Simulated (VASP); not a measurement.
Crystal: Os.

```
Os
1.0
     0.00000    1.92788    1.92788
     1.92788    0.00000    1.92788
     1.92788    1.92788    0.00000
Os
1
Direct
  0.00000 0.00000 0.00000
```

This isn't the form of Os at room conditions, which is hcp.

Base run:

```yaml
Program: VASP 6.6.1
Functional: PBE
Potentials_or_basis: VASP PAW PBE potentials, release 64 (Os)
Cutoff: 600 eV
k_mesh: 8 × 8 × 8
Occupations: gaussian, width 0.05 eV
Spin: no spin polarisation
```

Its results: band gap on the k mesh zero (bands 4 and 5 overlap by 3.21 eV); pressure 0.0 GPa.

Q: The run is repeated on the same cell with these changes: functional from PBE to r2SCAN; cutoff from 600 eV to 660 eV; k mesh from 8 × 8 × 8 to 18 × 18 × 18. What comes out?

A: Band gap on the k mesh zero (bands 4 and 5 overlap by 3.81 eV); pressure -6.6 GPa.

Several settings changed at once.

Caveats: spin-orbit coupling is left out, which moves the levels of the heavy elements; the cell stands under tension (at least some runs); the PAW data sets were made with another functional, which shifts forces and pressure a little (at least some runs).
